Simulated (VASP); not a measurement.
Here is a VASP 6.6.1 calculation.

File INCAR:

```
SYSTEM = Os
PREC = Accurate ; ENCUT = 520
EDIFF = 1E-6 ; ISMEAR = -1
SIGMA = 0.1 ; LREAL = .False.
LASPH = .True. ; NELM = 80
ALGO = Normal ; ISIF = 2
LWAVE = .False. ; LCHARG = .False.
GGA = RP ; NBANDS = 24
```

Contents of KPOINTS:

```
regular mesh
0
Gamma
  15 15 4
  0 0 0
```

Contents of POSCAR:

```
Os
1.0
    2.7522485791      0.0000000000      0.0000000000
   -1.3761242896      2.3835171870      0.0000000000
    0.0000000000      0.0000000000      8.8342815811
Os
4
Direct
    0.0000000000      1.0000000000      0.0000000000
    0.0000000000      1.0000000000      0.5000000000
    0.3333333333      0.6666666667      0.2500000000
    0.6666666667      0.3333333333      0.7500000000
```

Potentials or basis: VASP PAW PBE potentials, release 64 (Os).

The run is started by

```sh
$ cat potpaw_PBE.64/Os/POTCAR > POTCAR
$ mpirun -np 1 vasp_std > vasp.out
```

Predict the band gap on the k mesh.

zero (band 16 reaches 11.03 eV, above the bottom of band 17 at 7.65 eV).

Predict the pressure.

-0.6 GPa.

Stress tensor (GPa, compression positive):
```
-1.11  0.00  0.00
 0.00 -1.11  0.00
 0.00  0.00  0.36
```

Caveat: the PAW data sets were made with another functional, which shifts forces and pressure a little; spin-orbit coupling is left out, which moves the levels of the heavy elements.
